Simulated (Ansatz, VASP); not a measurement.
**Si2W3 in VASP and in Ansatz**

File INCAR:

```
PREC     = Accurate       # precision mode
ENCUT    = 520            # plane-wave cutoff, eV
EDIFF    = 1E-6           # SCF threshold, eV
ISMEAR   = 0              # smearing method
SIGMA    = 0.15           # smearing width, eV
LREAL    = F              # projectors in reciprocal space
LASPH    = T              # aspherical terms in the spheres
NELM     = 100            # most SCF steps
ALGO     = Fast           # electronic algorithm
ISIF     = 2              # what is computed and relaxed
LWAVE    = F              # write WAVECAR
LCHARG   = T              # write CHGCAR
GGA      = PS             # functional
LELF     = T              # ELF
LVHAR    = T            
NBANDS   = 61             # bands
```

File KPOINTS:

```
regular mesh
0
Gamma
  6 6 12
```

File POSCAR:

```
Si2W3
1.0
    6.6153497947      0.0000000000      0.0000000000
    0.0000000000      6.6153497947      0.0000000000
    0.0000000000      0.0000000000      3.2749106405
Si W
4 6
Direct
    0.1340783106      0.6340783106      0.0000000000
    0.8659216894      0.3659216894      0.0000000000
    0.6340783106      0.8659216894      0.0000000000
    0.3659216894      0.1340783106      0.0000000000
    0.5000000000      0.5000000000      0.0000000000
    0.0000000000      0.0000000000      0.0000000000
    0.6598576525      0.1598576525      0.5000000000
    0.3401423475      0.8401423475      0.5000000000
    0.1598576525      0.3401423475      0.5000000000
    0.8401423475      0.6598576525      0.5000000000
```

Input for Ansatz:

```yaml
crystal:
  lattice:
    - [6.6153497947, 0.0, 0.0]
    - [0.0, 6.6153497947, 0.0]
    - [0.0, 0.0, 3.2749106405]
  atoms:
    - { symbol: Si, position: [0.1340783106, 0.6340783106, 0.0] }
    - { symbol: Si, position: [0.8659216894, 0.3659216894, 0.0] }
    - { symbol: Si, position: [0.6340783106, 0.8659216894, 0.0] }
    - { symbol: Si, position: [0.3659216894, 0.1340783106, 0.0] }
    - { symbol: W, position: [0.5, 0.5, 0.0] }
    - { symbol: W, position: [0.0, 0.0, 0.0] }
    - { symbol: W, position: [0.6598576525, 0.1598576525, 0.5] }
    - { symbol: W, position: [0.3401423475, 0.8401423475, 0.5] }
    - { symbol: W, position: [0.1598576525, 0.3401423475, 0.5] }
    - { symbol: W, position: [0.8401423475, 0.6598576525, 0.5] }
basis:
  ecutwfc: 420
kpoints:
  mp_grid: { grid: [6, 6, 12] }
hamiltonian:
  xc: pbesol
scf:
  occupations: { method: gaussian, width: 0.15 }
output:
  forces: true
  stress: true
  eigenvalues: true
```

Change from the starting cell: strain +0.0050 x Voigt [1, 1, 0, 0, 0, 0], atoms carried along.

Alike in both runs: task single point; functional PBEsol; k mesh 6 × 6 × 12; occupations gaussian, width 0.15 eV; no spin polarisation.

```csv
,VASP,Ansatz
version,VASP 6.6.1,Ansatz 0.2.0
potentials or method,"VASP PAW PBE potentials, release 64 (Si, W_sv), cutoff 520 eV","scalar-relativistic, plane waves, PAW"
valence electrons in the cell,100,100
```

```tsv
	VASP	Ansatz	Ansatz less VASP
gap on the k mesh at the Fermi level (eV)	none	none	-
pressure (GPa)	-2.3	-2.7	-0.40
traceless stress, the component that is largest in VASP (GPa)	0.61	0.59	-0.015
rms of the force components (eV/Å)	0.012	0.013	+0.0012
```

VASP's potentials were made for PBE, not for PBEsol. Atom by atom the forces differ by 0.002 eV/Å (rms over components). A gap of «none» marks a metal or a gap that the smearing closes.

Spin-orbit coupling is off throughout.
